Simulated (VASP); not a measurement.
# Al in VASP: further runs

Al is run at these levels: PBEsol; tasks: single point.

Program: VASP 6.6.1. These are calculated values, not measurements. Logs are shortened: lines on timing, memory, paths and dates and some standing lists are left out, and cuts for length are marked.

### Step 1. The cell of the first run

Symmetry: Fm-3m, No. 225, cubic system. Conventional cell: a = 3.846 Å, b = 3.846 Å, c = 3.846 Å, α = 90.00°, β = 90.00°, γ = 90.00°. Within 3.6 Å of Al (site symmetry m-3m) lie 12 Al at 2.72 Å.

### Step 2. Single point, PBEsol (strain -0.050 along x and y, -0.050 along z)

The input, INCAR:

```
ALGO = Fast ; EDIFF = 1E-6
ENCUT = 520 ; GGA = PS
ISIF = 2 ; ISMEAR = 0
LASPH = T ; LCHARG = F
LREAL = F ; LWAVE = F
NBANDS = 8 ; NELM = 100
PREC = Accurate ; SIGMA = 0.15
```

The input, KPOINTS:

```
k-points
0
Gamma
  20 20 20
```

The input, POSCAR:

```
Al
1.0
    0.0000000000      1.9227810000      1.9227810000
    1.9227810000      0.0000000000      1.9227810000
    1.9227810000      1.9227810000      0.0000000000
Al
1
Direct
    0.0000000000      0.0000000000      0.0000000000
```

Potentials or basis: VASP PAW PBE potentials, release 64 (Al).

Command:

```sh
$ cat potpaw_PBE.64/Al/POTCAR > POTCAR
$ mpirun -np 1 vasp_std > vasp.out
```

OUTCAR:

```text
EDIFF = 1E-6
   ENCUT = 520
   GGA = PS
   ISIF = 2
   ISMEAR = 0
   LASPH = T
   LREAL = F
   NELM = 100
   PREC = Accurate

 ion  position               nearest neighbor table
   1  0.000  0.000  0.000-

  LATTYP: Found a face centered cubic cell.
 ALAT       =     3.8455620000

  Lattice vectors:

 A1 = (   0.0000000000,   1.9227810000,   1.9227810000)
 A2 = (   1.9227810000,   0.0000000000,   1.9227810000)
 A3 = (   1.9227810000,   1.9227810000,   0.0000000000)

Analysis of symmetry for initial positions (statically):
[... 33 lines left out ...]
                                     Primitive cell

  volume of cell :      14.2174

  direct lattice vectors                    reciprocal lattice vectors
     0.000000000  1.922781000  1.922781000    -0.260040015  0.260040015  0.260040015
     1.922781000  0.000000000  1.922781000     0.260040015 -0.260040015  0.260040015
     1.922781000  1.922781000  0.000000000     0.260040015  0.260040015 -0.260040015

  length of vectors
     2.719222968  2.719222968  2.719222968     0.450402518  0.450402518  0.450402518

  position of ions in fractional coordinates (direct lattice)
     0.000000000  0.000000000  0.000000000

  ion indices of the primitive-cell ions
   primitive index   ion index
                 1           1

----------------------------------------------------------------------------------------

 KPOINTS: k-points

Automatic generation of k-mesh.
 Grid dimensions read from file:
 generate k-points for:   20   20   20

 Generating k-lattice:

  Cartesian coordinates                     Fractional coordinates (reciprocal lattice)
    -0.013002001  0.013002001  0.013002001     0.050000000  0.000000000  0.000000000
     0.013002001 -0.013002001  0.013002001     0.000000000  0.050000000  0.000000000
     0.013002001  0.013002001 -0.013002001     0.000000000  0.000000000  0.050000000

  Length of vectors
     0.022520126  0.022520126  0.022520126

  Shift w.r.t. Gamma in fractional coordinates (k-lattice)
     0.000000000  0.000000000  0.000000000

 Subroutine IBZKPT returns following result:
 ===========================================

 Found    256 irreducible k-points:

 Following reciprocal coordinates:
            Coordinates               Weight
  0.000000  0.000000  0.000000      1.000000
  0.050000  0.000000  0.000000      8.000000
  0.100000  0.000000  0.000000      8.000000
  0.150000  0.000000  0.000000      8.000000
  0.200000  0.000000  0.000000      8.000000
[... 32 lines left out ...]
   ISPIN  =      1    spin polarized calculation?
   LNONCOLLINEAR =      F non collinear calculations
   LSORBIT =      F    spin-orbit coupling
   LASPH  =      T    aspherical Exc in radial PAW
   ENCUT  =  520.0 eV  38.22 Ry    6.18 a.u.   5.06  5.06  5.06*2*pi/ulx,y,z
   NELM   =    100;   NELMIN=  2; NELMDL= -5     # of ELM steps
   EDIFF  = 0.1E-05   stopping-criterion for ELM
   LREAL  =      F    real-space projection
   EDIFFG = 0.1E-04   stopping-criterion for IOM
   NSW    =      0    number of steps for IOM
   IBRION =     -1    ionic relax: 0-MD 1-quasi-New 2-CG
   NFREE  =      0    steps in history (QN), initial steepest desc. (CG)
   ISIF   =      2    stress and relaxation
   ISYM   =      2    0-nonsym 1-usesym 2-fastsym
   POTIM  = 0.5000    time-step for ionic-motion
   TEBEG  =    0.0;   TEEND  =   0.0 temperature during run
   PSTRESS=    0.0 pullay stress
   NELECT =       3.0000    total number of electrons
   NUPDOWN=      -1.0000    fix difference up-down
   EMIN   =  10.00;   EMAX   =-10.00  energy-range for DOS
   EFERMI =   0.00;   METHOD = LEGACY
   ISMEAR =     0;   SIGMA  =   0.15  broadening in eV -4-tet -1-fermi 0-gaus
   EFERMI_NEDOS =   21; number of points for ismear=-14 and -15
   IALGO  =     68    algorithm
   IMIX   =      4    mixing-type and parameters
     AMIX     =   0.40;   BMIX     =  1.00
     AMIX_MAG =   1.60;   BMIX_MAG =  1.00
  volume/ion in A,a.u.               =      14.22        95.94
  Fermi-wavevector in a.u.,A,eV,Ry     =   0.974635  1.841793 12.924362  0.949914
  Thomas-Fermi vector in A             =   2.105111
   LORBIT       =      0    0 simple, 1 ext, 2 COOP (PROOUT), +10 PAW based schemes
   GGA     = PS    functional components
   LHFCALC =     F    Hartree Fock is set to
   AEXX    =    0.0000 exact exchange contribution
   IVDW    =     0    specifies the selected vdW correction
   LEPSILON=     F    determine dielectric tensor
   LRPA    =     F    only Hartree local field effects (RPA)
 non-spin polarized calculation
 RMM-DIIS sequential band-by-band and
 Gauss-broadening in eV      SIGMA  =   0.15
  energy-cutoff  :      520.00
  volume of cell :       14.22
 maximum number of plane-waves:       392
   NGX = 11   NGY = 11   NGZ = 11

 number of electron       3.0000000 magnetization

 Free energy of the ion-electron system (eV)
  ---------------------------------------------------
  ext. energy  EPLUGINS =         0.00000000
  ---------------------------------------------------
  free energy    TOTEN  =        -4.01633926 eV

  energy without entropy =       -4.01253626  energy(sigma->0) =       -4.01443776

 E-fermi :   9.6143     XC(G=0): -10.8128

 val. band max:        9.6131494527   @ k =  -0.3000   0.2500   0.0000
 cond. band min:       9.6154018160   @ k =  -0.4500   0.4000   0.0500
 fundamental gap:      0.0022523633
 Fermi energy:         9.6142908961

 k-point     1 :       0.0000    0.0000    0.0000
  band No.  band energies     occupation
      1      -2.6078      2.00000
      2      23.0373      0.00000
      3      23.0373      0.00000
      4      23.0373      0.00000
      5      25.7319      0.00000
      6      25.7319      0.00000
      7      25.7319      0.00000
      8      27.2017      0.00000
[... 243 lines left out ...]
 k-point    24 :      -0.3500    0.0500    0.0000
  band No.  band energies     occupation
      1       1.4223      2.00000
      2       9.0012      2.00000
      3      19.8344      0.00000
      4      22.2997      0.00000
      5      23.0762      0.00000
      6      24.2436      0.00000
      7      25.9860      0.00000
      8      28.9066      0.00000

 [... further k-points ...]
[... 5 lines left out ...]
  --------------------------------------------------------------------------------------
  -------------------------------------------------------------------------------------
  Total        1.2663299      1.2663299      1.2663299      0.0000000     -0.0000000     -0.0000000
  in kB      142.7046003    142.7046003    142.7046003      0.0000000     -0.0000000     -0.0000000
  external PRESSURE =     142.7046003 kB  Pullay stress =       0.0000000 kB

 VOLUME and BASIS-vectors are now :
 -----------------------------------------------------------------------------
  energy-cutoff  :      520.00
  volume of cell :       14.22
      direct lattice vectors                 reciprocal lattice vectors
     0.000000000  1.922781000  1.922781000    -0.260040015  0.260040015  0.260040015
     1.922781000  0.000000000  1.922781000     0.260040015 -0.260040015  0.260040015
     1.922781000  1.922781000  0.000000000     0.260040015  0.260040015 -0.260040015

 POSITION                                       TOTAL-FORCE (eV/Angst)
 -----------------------------------------------------------------------------------
      0.00000      0.00000      0.00000         0.000000      0.000000     -0.000000
 -----------------------------------------------------------------------------------
    total drift:                                0.000000      0.000000     -0.000000

  FREE ENERGIE OF THE ION-ELECTRON SYSTEM (eV)
  ---------------------------------------------------
  free  energy   TOTEN  =        -4.0163392557 eV

  energy  without entropy=       -4.0125362619  energy(sigma->0) =       -4.01443776
```

OSZICAR:

```text
N       E                     dE             d eps       ncg     rms          rms(c)
DAV:   1    -0.240965127480E+01   -0.24097E+01   -0.93582E+02  4104   0.209E+02
DAV:   2    -0.404176920723E+01   -0.16321E+01   -0.15755E+01  5760   0.203E+01
DAV:   3    -0.404884550299E+01   -0.70763E-02   -0.70753E-02  5248   0.152E+00
DAV:   4    -0.404886103252E+01   -0.15530E-04   -0.15530E-04  6464   0.623E-02
DAV:   5    -0.404886106382E+01   -0.31302E-07   -0.31035E-07  5328   0.151E-03    0.170E+00
RMM:   6    -0.402942670311E+01    0.19434E-01   -0.99997E-04  4109   0.156E-01    0.983E-01
RMM:   7    -0.401631438171E+01    0.13112E-01   -0.32647E-03  4886   0.277E-01    0.163E-01
RMM:   8    -0.401633633201E+01   -0.21950E-04   -0.31964E-04  4652   0.105E-01    0.385E-02
RMM:   9    -0.401634001762E+01   -0.36856E-05   -0.38590E-05  4777   0.405E-02    0.104E-02
RMM:  10    -0.401633925571E+01    0.76191E-06   -0.63049E-06  4788   0.153E-02
   1 F= -.40163393E+01 E0= -.40144378E+01  d E =-.380299E-02
```

stdout:

```text
POSCAR found type information on POSCAR Al
 POSCAR found :  1 types and       1 ions
 scaLAPACK will be used
 -----------------------------------------------------------------------------
|                                                                             |
|                                                                             |
|     You enforced a specific xc type in the INCAR file but a different       |
|     I HOPE YOU KNOW WHAT YOU ARE DOING!                                     |
|                                                                             |
 -----------------------------------------------------------------------------

 LDA part: xc-table for (Slater+PW92), standard interpolation
 POSCAR, INCAR and KPOINTS ok, starting setup
 FFT: planning ... GRIDC
 FFT: planning ... GRID_SOFT
 FFT: planning ... GRID
 WAVECAR not read
 entering main loop
```

Wall time 12 s (1 thread of Intel Xeon 6975P-C, shared host); peak memory 0.14 GiB.

Results:

```yaml
Free_energy: -4.0163 eV
Pressure: 14.3 GPa
```

Levels at points of the mesh, in eV from the Fermi level:
```
           k point  band 1  band 2  band 3  band 4  band 5
(0.00, 0.00, 0.00)  -12.22   13.42   13.42   13.42   16.12
(0.50, 0.00, 0.00)   -5.23   -4.61   12.12   12.12   13.06
(0.50, 0.50, 0.00)   -3.30   -1.70    5.25    6.31    6.31
```

Caveat: the cell differs from its parent crystal (strain -0.050 along x and y, -0.050 along z); the PAW data sets were made with another functional, which shifts forces and pressure a little.

(Continued in part 2 of 2.)
